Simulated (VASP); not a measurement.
# C: single point with PBEsol

The system is C.

```
C
1.0
     0.00000    1.83077    1.72376
     1.72376    0.00000    1.72376
     1.72376    1.83077    0.00000
C
2
Cartesian
  1.7238 1.8308 1.7238
  2.5856 2.7462 2.5856
```

This cell differs from its parent crystal: strained.

```yaml
Program: VASP 6.6.1
Task: single point
Functional: PBEsol
Potentials_or_basis: VASP PAW PBE potentials, release 64 (C_h)
Cutoff: 1300 eV
k_mesh: 12 × 12 × 12
Occupations: gaussian, width 0.02 eV
Spin: no spin polarisation
Dipole_correction: no
Further_INCAR_settings: ALGO = Normal; EDIFF = 1e-06; NBANDS = 11
```

```yaml
Pressure: 14.9 GPa
Band_gap_on_the_k_mesh: 3.36 eV (least direct gap 5.11 eV)
```

Stress tensor (GPa, compression positive):
```
 35.43   0.00   0.00
  0.00 -26.10   0.00
  0.00   0.00  35.43
```

Levels at points of the mesh, in eV from the valence-band top:
| k point | band 2 | band 3 | band 4 | band 5 | band 6 | band 7 |
| --- | --- | --- | --- | --- | --- | --- |
| (0.00, 0.00, 0.00) | -1.00 | 0.00 | 0.00 | 5.11 | 5.11 | 5.86 |
| (0.50, 0.00, 0.00) | -14.26 | -3.83 | -2.66 | 7.20 | 8.51 | 9.82 |
| (0.50, 0.50, 0.00) | -13.07 | -7.20 | -7.20 | 3.90 | 3.90 | 16.99 |
| (0.50, 0.00, 0.50) | -14.05 | -6.28 | -6.28 | 5.34 | 5.34 | 16.84 |

Run time: 60 s on 1 thread of AMD EPYC 7R43 64-Core Processor (Zen 3), with other jobs on the host, peak memory 0.16 GiB.

Caveat: the cell differs from its parent crystal (strained); the stress differs along the axes, from -26 to 35 GPa; the PAW data sets were made with another functional, which shifts forces and pressure a little. A k mesh can miss the band edges.
